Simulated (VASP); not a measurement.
# Sb (Im-3m) in VASP: a series of runs, part 2 of 2

VASP 6.6.1. The steps go on from the part before.

## (5) Single point, PBE-based screened hybrid with 25 % exact exchange

Contents of POSCAR:

```
Sb
1.0
   -1.8713408863      1.8713408863      1.8713408863
    1.8713408863     -1.8713408863      1.8713408863
    1.8713408863      1.8713408863     -1.8713408863
Sb
1
Direct
    0.0000000000      0.0000000000      0.0000000000
```

Contents of INCAR.step1:

```
SYSTEM = Sb
  ALGO = Normal
  EDIFF = 1E-5
  ENCUT = 520
  GGA = PE
  ISIF = 2
  ISMEAR = -1
  LASPH = .True.
  LREAL = .False.
  LWAVE = .True.
  NBANDS = 8
  NELM = 80
  PREC = Accurate
  SIGMA = 0.05
```

Contents of INCAR.step2:

```
SYSTEM = Sb
  AEXX = 0.25
  ALGO = Normal
  EDIFF = 1E-6
  ENCUT = 520
  GGA = PE
  HFSCREEN = 0.6
  ISIF = 2
  ISMEAR = -1
  ISTART = 1
  LASPH = .True.
  LCHARG = .True.
  LELF = .True.
  LHFCALC = .True.
  LREAL = .False.
  LVHAR = .True.
  LWAVE = .False.
  NBANDS = 8
  NELM = 80
  PREC = Accurate
  PRECFOCK = Normal
  SIGMA = 0.05
```

Contents of KPOINTS:

```
k-points
0
Gamma
  5 5 5
  0 0 0
```

Potentials or basis: VASP PAW PBE potentials, release 64 (Sb).

Started as:

```sh
cat potpaw_PBE.64/Sb/POTCAR > POTCAR
cp INCAR.step1 INCAR
mpirun -np 1 vasp_std > vasp.out
cp INCAR.step2 INCAR
mpirun -np 1 vasp_std > vasp.out
```

OUTCAR:

```text
SYSTEM = Sb
   AEXX = 0.25
   EDIFF = 1E-6
   ENCUT = 520
   GGA = PE
   HFSCREEN = 0.6
   ISIF = 2
   ISMEAR = -1
   ISTART = 1
   LASPH = .True.
   LHFCALC = .True.
   LREAL = .False.
   NELM = 80
   PREC = Accurate
   PRECFOCK = Normal

 ion  position               nearest neighbor table
   1  0.000  0.000  0.000-

  LATTYP: Found a body centered cubic cell.
 ALAT       =     3.7426817726

  Lattice vectors:

 A1 = (  -1.8713408863,   1.8713408863,   1.8713408863)
 A2 = (   1.8713408863,  -1.8713408863,   1.8713408863)
 A3 = (   1.8713408863,   1.8713408863,  -1.8713408863)

Analysis of symmetry for initial positions (statically):
=====================================================================
 Subroutine PRICEL returns:
 Original cell was already a primitive cell.

 Routine SETGRP: Setting up the symmetry group for a
 body centered cubic supercell.

 Subroutine GETGRP returns: Found 48 space group operations
 (whereof 48 operations were pure point group operations)
 out of a pool of 48 trial point group operations.

The static configuration has the point symmetry O_h .

Analysis of symmetry for dynamics (positions and initial velocities):
=====================================================================
 Subroutine PRICEL returns:
 Original cell was already a primitive cell.

 Routine SETGRP: Setting up the symmetry group for a
 body centered cubic supercell.

 Subroutine GETGRP returns: Found 48 space group operations
 (whereof 48 operations were pure point group operations)
 out of a pool of 48 trial point group operations.

The dynamic configuration has the point symmetry O_h .

[... 103 lines left out ...]
  Fermi-wavevector in a.u.,A,eV,Ry     =   0.942378  1.780837 12.083018  0.888077
  Thomas-Fermi vector in A             =   2.069982
   LORBIT       =      0    0 simple, 1 ext, 2 COOP (PROOUT), +10 PAW based schemes
   GGA     = PE    functional components
   LHFCALC =     T    Hartree Fock is set to
   PRECFOCK=normal    Normal, Fast or Accurate (Low or Medium for compatibility)
   ENCUT4O =  -1.0   cutoff for four orbital integrals eV
   NKREDX  =     1    reduce k-point grid by
   NKREDY  =     1    reduce k-point grid by
   NKREDZ  =     1    reduce k-point grid by
   AEXX    =    0.2500 exact exchange contribution
   HFSCREEN=    0.6000 screening length (either q_TF or 0.3 A-1)
   HFSCREENC=   0.6000 screening length for correlation (either q_TF or 0.3 A-1)
   ENCUTFOCK=  -1.0 apply spherical cutoff to Coloumb kernel
   IVDW    =     0    specifies the selected vdW correction
   LEPSILON=     F    determine dielectric tensor
   LRPA    =     F    only Hartree local field effects (RPA)
 non-spin polarized calculation
  energy-cutoff  :      520.00
  volume of cell :       26.21
 maximum number of plane-waves:       713
  NGX = 20; NGY = 20; NGZ = 20

 number of electron       4.9999999 magnetization

 Free energy of the ion-electron system (eV)
  ---------------------------------------------------
  ext. energy  EPLUGINS =         0.00000000
  ---------------------------------------------------
  free energy    TOTEN  =        -4.21429702 eV

  energy without entropy =       -4.18800965  energy(sigma->0) =       -4.20115334

 E-fermi :   8.8404     XC(G=0):  -9.1379

 val. band max:        7.2385045657   @ k =   0.2000   0.2000   0.2000
 cond. band min:       8.8429474207   @ k =   0.2000   0.2000   0.0000
 fundamental gap:      1.6044428551
 Fermi energy:         8.8404137109

 k-point     1 :       0.0000    0.0000    0.0000
  band No.  band energies     occupation
      1      -4.9979      2.00000
      2      14.7211      0.00000
      3      14.7211      0.00000
      4      14.7211      0.00000
      5      19.5766      0.00000
      6      19.5766      0.00000
      7      19.5766      0.00000
      8      21.0236      0.00000
[... 89 lines left out ...]
 k-point    10 :      -0.4000    0.4000    0.4000
  band No.  band energies     occupation
      1       1.5777      2.00000
      2       6.7132      2.00000
      3       7.0511      2.00000
      4       7.0511      2.00000
      5      12.1369      0.00000
      6      14.2582      0.00000
      7      24.2884      0.00000
      8      24.8995      0.00000

------------------------ aborting loop because EDIFF is reached ----------------------------------------

  FORCE on cell =-STRESS in cart. coord.  units (eV):
  Direction    XX          YY          ZZ          XY          YZ          ZX
  --------------------------------------------------------------------------------------
  -------------------------------------------------------------------------------------
  Total       -0.0723978     -0.0723978     -0.0723978      0.0000000     -0.0000000      0.0000000
  in kB       -4.4250385     -4.4250385     -4.4250385      0.0000000     -0.0000000      0.0000000
  external PRESSURE =      -4.4250385 kB  Pullay stress =       0.0000000 kB

 VOLUME and BASIS-vectors are now :
 -----------------------------------------------------------------------------
  energy-cutoff  :      520.00
  volume of cell :       26.21
      direct lattice vectors                 reciprocal lattice vectors
    -1.871340886  1.871340886  1.871340886     0.000000000  0.267188092  0.267188092
     1.871340886 -1.871340886  1.871340886     0.267188092  0.000000000  0.267188092
     1.871340886  1.871340886 -1.871340886     0.267188092  0.267188092  0.000000000

 POSITION                                       TOTAL-FORCE (eV/Angst)
 -----------------------------------------------------------------------------------
      0.00000      0.00000      0.00000         0.000000     -0.000000      0.000000
 -----------------------------------------------------------------------------------
    total drift:                                0.000014     -0.000017     -0.000005

  FREE ENERGIE OF THE ION-ELECTRON SYSTEM (eV)
  ---------------------------------------------------
  free  energy   TOTEN  =        -4.2142970226 eV

  energy  without entropy=       -4.1880096509  energy(sigma->0) =       -4.20115334
```

OUTCAR.step1:

```text
SYSTEM = Sb
   EDIFF = 1E-5
   ENCUT = 520
   GGA = PE
   ISIF = 2
   ISMEAR = -1
   LASPH = .True.
[... 309 lines left out ...]
 -----------------------------------------------------------------------------------
      0.00000      0.00000      0.00000        -0.000000      0.000000      0.000000
 -----------------------------------------------------------------------------------
    total drift:                                0.000000      0.000000      0.000000

  FREE ENERGIE OF THE ION-ELECTRON SYSTEM (eV)
  ---------------------------------------------------
  free  energy   TOTEN  =        -3.8774843500 eV

  energy  without entropy=       -3.8513643556  energy(sigma->0) =       -3.86442435
```

OSZICAR.step1:

```text
N       E                     dE             d eps       ncg     rms          rms(c)
DAV:   1     0.419135002457E+01    0.41914E+01   -0.18125E+03   160   0.423E+02
DAV:   2    -0.380391355624E+01   -0.79953E+01   -0.77437E+01   224   0.538E+01
DAV:   3    -0.388153244791E+01   -0.77619E-01   -0.77210E-01   208   0.584E+00
DAV:   4    -0.388176812391E+01   -0.23568E-03   -0.23567E-03   200   0.375E-01
DAV:   5    -0.388176920961E+01   -0.10857E-05   -0.10848E-05   232   0.231E-02    0.183E+00
DAV:   6    -0.387888095851E+01    0.28883E-02   -0.21761E-03   184   0.244E-01    0.105E+00
DAV:   7    -0.387745916120E+01    0.14218E-02   -0.45868E-03   176   0.353E-01    0.648E-02
DAV:   8    -0.387748379592E+01   -0.24635E-04   -0.75783E-05   176   0.658E-02    0.533E-03
DAV:   9    -0.387748435004E+01   -0.55412E-06   -0.82182E-07   152   0.684E-03
   1 F= -.38774844E+01 E0= -.38644244E+01  d E =-.261200E-01
```

It took 2.3 min on 1 thread of Intel Xeon 8259CL, shared host; peak memory 0.24 GiB.

Results:

```yaml
Free_energy: -4.2143 eV
Pressure: -0.4 GPa
Band_gap_on_the_k_mesh: zero (an odd number of electrons rules out a gap without spin polarisation)
```

Levels at points of the mesh, in eV from the Fermi level:
```csv
k point,band 1,band 2,band 3,band 4,band 5,band 6,band 7
"(0.00, 0.00, 0.00)",-13.84,5.88,5.88,5.88,10.74,10.74,10.74
```

Caveat: the k points lie up to 0.47 Å⁻¹ apart, too coarse for converged energies and pressures of a metal; the PAW data sets were made with another functional, which shifts forces and pressure a little; spin-orbit coupling is left out, which moves the levels of the heavy elements.

## (6) Summary

```tsv
screening parameter	gap on the mesh (eV)	pressure (GPa)
0.2 1/Å	none	-2.0
0.3 1/Å	none	-1.6
0.4 1/Å	none	-1.2
0.6 1/Å	none	-0.4
```

Alike in all rows: task single point; level PBE-based screened hybrid with 25 % exact exchange; potentials or basis VASP PAW PBE potentials, release 64 (Sb); no spin polarisation; cell as given; k mesh 5 × 5 × 5; cutoff (eV) 520; smearing fermi-dirac 0.05 eV.

Caveats: all runs use coarse meshes; the PAW data sets were made with another functional, which shifts forces and pressure a little; spin-orbit coupling is left out, which moves the levels of the heavy elements.

Absolute energies hang on the potentials; compare differences alone.
